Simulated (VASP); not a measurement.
# GeS (Pnma) in VASP: single point with PBE

Aim: the single point of GeS with PBE.

Everything below comes from runs of VASP 6.6.1. Logs are shortened: lines on timing, memory, paths and dates and some standing lists are left out, and cuts for length are marked.

**1. The cell of the first run**

The structure is orthorhombic, space group Pnma (No. 62). The conventional cell has a = 10.774 Å, b = 3.668 Å, c = 4.451 Å, α = 90.00°, β = 90.00°, γ = 90.00°. Within 3.2 Å of Ge (site symmetry m) lie 3 S at 2.46 Å. S (site symmetry m) has 3 Ge at 2.46 Å within 3.2 Å.

**2. Single point, PBE**

INCAR reads:

```
PREC     = Accurate       # precision mode
ENCUT    = 500            # plane-wave cutoff, eV
EDIFF    = 1E-6           # SCF threshold, eV
ISMEAR   = 0              # smearing method
SIGMA    = 0.02           # smearing width, eV
LREAL    = False          # projectors in reciprocal space
LASPH    = True           # aspherical terms in the spheres
NELM     = 120            # most SCF steps
ALGO     = Normal         # electronic algorithm
ISIF     = 2              # what is computed and relaxed
LWAVE    = False          # write WAVECAR
LCHARG   = True           # write CHGCAR
GGA      = PE             # functional
LELF     = True           # ELF
LVHAR    = True         
NBANDS   = 50             # bands
GGA_COMPAT= False
```

KPOINTS reads:

```
Automatic mesh
0
Gamma
  4 8 6
```

POSCAR reads:

```
GeS
1.0
   10.7740382960      0.0000000000      0.0000000000
    0.0000000000      3.6678437518      0.0000000000
    0.0000000000      0.0000000000      4.4512819952
Ge S
4 4
Direct
    0.1257789690      0.2500000000      0.6348514297
    0.8742210310      0.7500000000      0.3651485703
    0.3742210310      0.7500000000      0.1348514297
    0.6257789690      0.2500000000      0.8651485703
    0.8471019409      0.2500000000      0.0028091294
    0.1528980591      0.7500000000      0.9971908706
    0.6528980591      0.7500000000      0.5028091294
    0.3471019409      0.2500000000      0.4971908706
```

Potentials or basis: VASP PAW PBE potentials, release 64 (Ge_d, S).

On the command line:

```sh
$ cat potpaw_PBE.64/Ge_d/POTCAR potpaw_PBE.64/S/POTCAR > POTCAR
$ mpirun -np 1 vasp_std > vasp.out
```

OUTCAR:

```text
PREC = Accurate
   ENCUT = 500
   EDIFF = 1E-6
   ISMEAR = 0
   LREAL = False
   LASPH = True
   NELM = 120
   ISIF = 2
   GGA = PE

 ion  position               nearest neighbor table
   1  0.126  0.250  0.635-   6 2.46   6 2.46   8 2.46
   2  0.874  0.750  0.365-   5 2.46   5 2.46   7 2.46
   3  0.374  0.750  0.135-   8 2.46   8 2.46   6 2.46
   4  0.626  0.250  0.865-   7 2.46   7 2.46   5 2.46
   5  0.847  0.250  0.003-   2 2.46   2 2.46   4 2.46
   6  0.153  0.750  0.997-   1 2.46   1 2.46   3 2.46
   7  0.653  0.750  0.503-   4 2.46   4 2.46   2 2.46
   8  0.347  0.250  0.497-   3 2.46   3 2.46   1 2.46

  LATTYP: Found a simple orthorhombic cell.
 ALAT       =     3.6678437518
 B/A-ratio  =     1.2135964061
 C/A-ratio  =     2.9374310971

  Lattice vectors:

 A1 = (   0.0000000000,   3.6678437518,   0.0000000000)
 A2 = (   0.0000000000,   0.0000000000,   4.4512819952)
 A3 = (  10.7740382960,   0.0000000000,   0.0000000000)

Analysis of symmetry for initial positions (statically):
=====================================================================
 Subroutine PRICEL returns:
 Original cell was already a primitive cell.

 Routine SETGRP: Setting up the symmetry group for a
 simple orthorhombic supercell.

 Subroutine GETGRP returns: Found  8 space group operations
 (whereof  2 operations were pure point group operations)
 out of a pool of  8 trial point group operations.

The static configuration has the point symmetry S_2 .
 The point group associated with its full space group is D_2h.

Analysis of symmetry for dynamics (positions and initial velocities):
=====================================================================
 Subroutine PRICEL returns:
 Original cell was already a primitive cell.

 Routine SETGRP: Setting up the symmetry group for a
 simple orthorhombic supercell.

 Subroutine GETGRP returns: Found  8 space group operations
 (whereof  2 operations were pure point group operations)
 out of a pool of  8 trial point group operations.

The dynamic configuration has the point symmetry S_2 .
 The point group associated with its full space group is D_2h.

 Subroutine INISYM returns: Found  8 space group operations
 (whereof  2 operations are pure point group operations),
 and found     1 'primitive' translations

----------------------------------------------------------------------------------------

                                     Primitive cell

  volume of cell :     175.9035

  direct lattice vectors                    reciprocal lattice vectors
    10.774038296  0.000000000  0.000000000     0.092815709  0.000000000  0.000000000
     0.000000000  3.667843752  0.000000000     0.000000000  0.272639749  0.000000000
     0.000000000  0.000000000  4.451281995     0.000000000  0.000000000  0.224654381

  length of vectors
    10.774038296  3.667843752  4.451281995     0.092815709  0.272639749  0.224654381

  position of ions in fractional coordinates (direct lattice)
     0.125778969  0.250000000  0.634851430
     0.874221031  0.750000000  0.365148570
     0.374221031  0.750000000  0.134851430
     0.625778969  0.250000000  0.865148570
     0.847101941  0.250000000  0.002809129
     0.152898059  0.750000000  0.997190871
     0.652898059  0.750000000  0.502809129
     0.347101941  0.250000000  0.497190871

  ion indices of the primitive-cell ions
   primitive index   ion index
                 1           1
                 2           2
                 3           3
                 4           4
                 5           5
                 6           6
                 7           7
                 8           8

----------------------------------------------------------------------------------------

 KPOINTS: Automatic mesh

Automatic generation of k-mesh.
 Grid dimensions read from file:
 generate k-points for:    4    8    6

 Generating k-lattice:

  Cartesian coordinates                     Fractional coordinates (reciprocal lattice)
     0.023203927  0.000000000  0.000000000     0.250000000  0.000000000  0.000000000
     0.000000000  0.034079969  0.000000000     0.000000000  0.125000000  0.000000000
     0.000000000  0.000000000  0.037442397     0.000000000  0.000000000  0.166666667

  Length of vectors
     0.023203927  0.034079969  0.037442397

  Shift w.r.t. Gamma in fractional coordinates (k-lattice)
     0.000000000  0.000000000  0.000000000

 Subroutine IBZKPT returns following result:
 ===========================================

 Found     60 irreducible k-points:

 Following reciprocal coordinates:
            Coordinates               Weight
  0.000000  0.000000  0.000000      1.000000
  0.250000  0.000000  0.000000      2.000000
  0.500000  0.000000  0.000000      1.000000
  0.000000  0.125000  0.000000      2.000000
  0.250000  0.125000  0.000000      4.000000
  0.500000  0.125000  0.000000      2.000000
[... 16 lines left out ...]
  0.250000  0.250000  0.166667      8.000000
  0.500000  0.250000  0.166667      4.000000
 [... further k-points ...]
   k-points           NKPTS =     60   k-points in BZ     NKDIM =     60   number of bands    NBANDS=     50
   number of dos      NEDOS =    301   number of ions     NIONS =      8
   total plane-waves  NPLWV =  71680
   dimension x,y,z NGX =    80 NGY =   28 NGZ =   32
   dimension x,y,z NGXF=   160 NGYF=   56 NGZF=   64
   ions per type =               4   4
   NGX,Y,Z   is equivalent  to a cutoff of  12.34, 12.69, 11.95 a.u.
   NGXF,Y,Z  is equivalent  to a cutoff of  24.69, 25.38, 23.90 a.u.
 SYSTEM =  unknown system
   PREC   = accura    normal or accurate (medium, high low for compatibility)
   ISTART =      0    job   : 0-new  1-cont  2-samecut
   ICHARG =      2    charge: 1-file 2-atom 10-const
   ISPIN  =      1    spin polarized calculation?
   LNONCOLLINEAR =      F non collinear calculations
   LSORBIT =      F    spin-orbit coupling
   LASPH  =      T    aspherical Exc in radial PAW
   ENCUT  =  500.0 eV  36.75 Ry    6.06 a.u.  19.64  6.69  8.12*2*pi/ulx,y,z
   NELM   =    120;   NELMIN=  2; NELMDL= -5     # of ELM steps
   EDIFF  = 0.1E-05   stopping-criterion for ELM
   LREAL  =      F    real-space projection
   EDIFFG = 0.1E-04   stopping-criterion for IOM
   NSW    =      0    number of steps for IOM
   IBRION =     -1    ionic relax: 0-MD 1-quasi-New 2-CG
   NFREE  =      0    steps in history (QN), initial steepest desc. (CG)
   ISIF   =      2    stress and relaxation
   ISYM   =      2    0-nonsym 1-usesym 2-fastsym
   POTIM  = 0.5000    time-step for ionic-motion
   TEBEG  =    0.0;   TEEND  =   0.0 temperature during run
   PSTRESS=    0.0 pullay stress
   NELECT =      80.0000    total number of electrons
   NUPDOWN=      -1.0000    fix difference up-down
   EMIN   =  10.00;   EMAX   =-10.00  energy-range for DOS
   EFERMI =   0.00;   METHOD = LEGACY
   ISMEAR =     0;   SIGMA  =   0.02  broadening in eV -4-tet -1-fermi 0-gaus
   EFERMI_NEDOS =   21; number of points for ismear=-14 and -15
   IALGO  =     38    algorithm
   IMIX   =      4    mixing-type and parameters
     AMIX     =   0.40;   BMIX     =  1.00
     AMIX_MAG =   1.60;   BMIX_MAG =  1.00
  volume/ion in A,a.u.               =      21.99       148.38
  Fermi-wavevector in a.u.,A,eV,Ry     =   1.258964  2.379097 21.565106  1.584991
  Thomas-Fermi vector in A             =   2.392547
   LORBIT       =      0    0 simple, 1 ext, 2 COOP (PROOUT), +10 PAW based schemes
   GGA     = PE    functional components
   LHFCALC =     F    Hartree Fock is set to
   AEXX    =    0.0000 exact exchange contribution
   IVDW    =     0    specifies the selected vdW correction
   LEPSILON=     F    determine dielectric tensor
   LRPA    =     F    only Hartree local field effects (RPA)
 non-spin polarized calculation
 Gauss-broadening in eV      SIGMA  =   0.02
  energy-cutoff  :      500.00
  volume of cell :      175.90
 maximum number of plane-waves:      4502
 NGX is ok and might be reduce to    80
   NGX = 39   NGY = 13   NGZ = 17

 number of electron      79.9999988 magnetization

 Free energy of the ion-electron system (eV)
  ---------------------------------------------------
  ext. energy  EPLUGINS =         0.00000000
  ---------------------------------------------------
  free energy    TOTEN  =       -36.64952336 eV

  energy without entropy =      -36.64952336  energy(sigma->0) =      -36.64952336

 E-fermi :   4.4298     XC(G=0):  -9.7579

 val. band max:        4.2926722799   @ k =   0.0000   0.0000   0.0000
 cond. band min:       5.5300579891   @ k =   0.0000   0.0000   0.0000
 fundamental gap:      1.2373857093
 Fermi energy:         4.4298478539

 k-point     1 :       0.0000    0.0000    0.0000
  band No.  band energies     occupation
      1     -20.0945      2.00000
      2     -20.0926      2.00000
      3     -20.0880      2.00000
      4     -20.0868      2.00000
      5     -20.0856      2.00000
      6     -20.0848      2.00000
[... 42 lines left out ...]
     49       9.7725      0.00000
     50      10.2251      0.00000

 k-point     2 :       0.2500    0.0000    0.0000
  band No.  band energies     occupation
      1     -20.0943      2.00000
      2     -20.0930      2.00000
      3     -20.0878      2.00000
      4     -20.0869      2.00000
      5     -20.0855      2.00000
      6     -20.0850      2.00000
[... 42 lines left out ...]
     49       9.9195      0.00000
     50       9.9376      0.00000

 k-point     3 :       0.5000    0.0000    0.0000
  band No.  band energies     occupation
      1     -20.0937      2.00000
      2     -20.0937      2.00000
      3     -20.0873      2.00000
      4     -20.0873      2.00000
      5     -20.0853      2.00000
      6     -20.0853      2.00000
[... 1102 lines left out ...]
     49       8.7654      0.00000
     50       9.3996      0.00000

 k-point    24 :       0.5000    0.2500    0.1667
  band No.  band energies     occupation
      1     -20.0904      2.00000
      2     -20.0904      2.00000
      3     -20.0887      2.00000
      4     -20.0887      2.00000
      5     -20.0839      2.00000
      6     -20.0839      2.00000
[... 42 lines left out ...]
     49       9.0584      0.00000
     50       9.0584      0.00000

 [... further k-points ...]

------------------------ aborting loop because EDIFF is reached ----------------------------------------

  FORCE on cell =-STRESS in cart. coord.  units (eV):
  Direction    XX          YY          ZZ          XY          YZ          ZX
  --------------------------------------------------------------------------------------
  -------------------------------------------------------------------------------------
  Total       -0.0752031     -0.1236716     -0.0361667      0.0000000      0.0000000      0.0000000
  in kB       -0.6849702     -1.1264351     -0.3294163      0.0000000      0.0000000      0.0000000
  external PRESSURE =      -0.7136072 kB  Pullay stress =       0.0000000 kB

 VOLUME and BASIS-vectors are now :
 -----------------------------------------------------------------------------
  energy-cutoff  :      500.00
  volume of cell :      175.90
      direct lattice vectors                 reciprocal lattice vectors
    10.774038296  0.000000000  0.000000000     0.092815709  0.000000000  0.000000000
     0.000000000  3.667843752  0.000000000     0.000000000  0.272639749  0.000000000
     0.000000000  0.000000000  4.451281995     0.000000000  0.000000000  0.224654381

 POSITION                                       TOTAL-FORCE (eV/Angst)
 -----------------------------------------------------------------------------------
      1.35515      0.91696      2.82590         0.002529     -0.000000     -0.004890
      9.41889      2.75088      1.62538        -0.002529      0.000000      0.004890
      4.03187      2.75088      0.60026        -0.002529      0.000000     -0.004890
      6.74217      0.91696      3.85102         0.002529     -0.000000      0.004890
      9.12671      0.91696      0.01250         0.001855     -0.000000     -0.004188
      1.64733      2.75088      4.43878        -0.001855      0.000000      0.004188
      7.03435      2.75088      2.23815        -0.001855     -0.000000     -0.004188
      3.73969      0.91696      2.21314         0.001855     -0.000000      0.004188
 -----------------------------------------------------------------------------------
    total drift:                                0.000000      0.000000      0.000000

  FREE ENERGIE OF THE ION-ELECTRON SYSTEM (eV)
  ---------------------------------------------------
  free  energy   TOTEN  =       -36.6495233571 eV

  energy  without entropy=      -36.6495233571  energy(sigma->0) =      -36.64952336
```

Run time: 5.9 min. Hardware: 1 thread of Intel Xeon Platinum 8488C (Sapphire Rapids), shared host; peak memory 0.49 GiB.

What came out:

```
Free energy            : -36.6495 eV
Pressure               : -0.1 GPa
Largest force          : 0.006 eV/Å
Band gap on the k mesh : 1.24 eV
```

Forces on the atoms (eV/Å):
```
Ge   0.003  0.000 -0.005
Ge  -0.003  0.000  0.005
Ge  -0.003  0.000 -0.005
Ge   0.003  0.000  0.005
S    0.002  0.000 -0.004
S   -0.002  0.000  0.004
S   -0.002  0.000 -0.004
S    0.002  0.000  0.004
```

Levels at points of the mesh, in eV from the valence-band top:
```
           k point  band 37  band 38  band 39  band 40  band 41  band 42  band 43  band 44
(0.00, 0.00, 0.00)    -1.59    -0.84    -0.78     0.00     1.24     2.55     2.73     2.93
(0.50, 0.00, 0.00)    -1.77    -1.77    -0.34    -0.34     2.37     2.37     2.59     2.59
(0.00, 0.50, 0.00)    -1.50    -1.50    -1.12    -1.12     1.46     1.46     1.64     1.64
(0.50, 0.50, 0.00)    -1.47    -1.47    -1.47    -1.47     1.76     1.76     1.76     1.76
(0.00, 0.00, 0.50)    -0.99    -0.99    -0.31    -0.31     1.75     1.75     2.48     2.48
(0.50, 0.00, 0.50)    -0.81    -0.81    -0.34    -0.34     1.76     1.76     2.36     2.36
(0.00, 0.50, 0.50)    -1.94    -1.94    -1.23    -1.23     3.10     3.10     3.20     3.20
(0.50, 0.50, 0.50)    -1.35    -1.35    -1.35    -1.35     2.90     2.90     2.90     2.90
```
